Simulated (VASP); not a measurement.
K2Pt: relaxation of the atoms with PBEsol

The system is K2Pt, a slab with vacuum.

```
K Pt
1.0
     5.34780    0.00000    0.00000
     2.67390    4.63133    0.00000
     0.00000    0.00000   19.64130
K Pt
4 2
Direct
  0.00000 0.00000 0.47221
  0.33333 0.33333 0.36106
  0.33333 0.33333 0.69452
  0.66667 0.66667 0.58337
  0.00000 0.00000 0.30548
  0.33333 0.33333 0.52779
```

```json
{"Program": "VASP 6.6.1", "Task": "relaxation of the atoms", "Functional": "PBEsol", "Potentials or basis": "VASP PAW PBE potentials, release 64 (K_sv, Pt)", "Cutoff": "520 eV", "k mesh": "4 × 4 × 1", "Occupations": "methfessel-paxton, width 0.1 eV", "Spin": "no spin polarisation", "Dipole correction": "yes", "Atoms held fixed (from 0)": "[0, 1, 4]", "Further INCAR settings": "ALGO = Normal; EDIFF = 1e-06; IBRION = 2; EDIFFG = -0.03; NSW = 50"}
```

* Energy gained by relaxing: 24.4 meV/atom
* Ionic steps: 9
* Band gap on the k mesh: zero (bands 28 and 29 overlap by 0.05 eV)

The path:
```
step  energy change (eV)  largest force on free atoms (eV/Å)  pressure (GPa)
   1              0.0000                              0.6232           -0.24
   2             -0.0265                              0.5494           -0.24
   3             -0.0880                              0.3259           -0.21
   4             -0.1287                              0.2294           -0.14
   5             -0.1297                              0.1963           -0.15
   6             -0.1364                              0.1416           -0.16
   7             -0.1459                              0.0348           -0.21
   8             -0.1461                              0.0393           -0.21
   9             -0.1465                              0.0209           -0.23
```

Final structure:
```xyz
6
Lattice="5.3478 0.0000 0.0000 2.6739 4.6313 0.0000 0.0000 0.0000 19.6413" Properties=species:S:1:pos:R:3 pbc="T T T"
K     0.0000    0.0000    9.2748
K     2.6739    1.5438    7.0916
K     2.6739    1.5438   13.7468
K     5.3478    3.0876   11.1586
Pt    0.0000    0.0000    6.0000
Pt    2.6739    1.5438   10.6409
```

Levels at points of the mesh, in eV from the Fermi level:
```csv
k point,band 25,band 26,band 27,band 28,band 29,band 30,band 31,band 32
"(0.00, 0.00, 0.00)",-0.10,-0.10,-0.08,-0.06,-0.06,1.34,2.14,2.82
"(0.50, 0.00, 0.00)",-0.14,-0.05,-0.03,-0.01,0.58,1.07,1.56,2.27
```

Run time: 38 min on 1 thread of Intel Xeon 8259CL (shared host), peak memory 0.61 GiB.

Caveat: the PAW data sets were made with another functional, which shifts forces and pressure a little; spin-orbit coupling is left out, which moves the levels of the heavy elements.
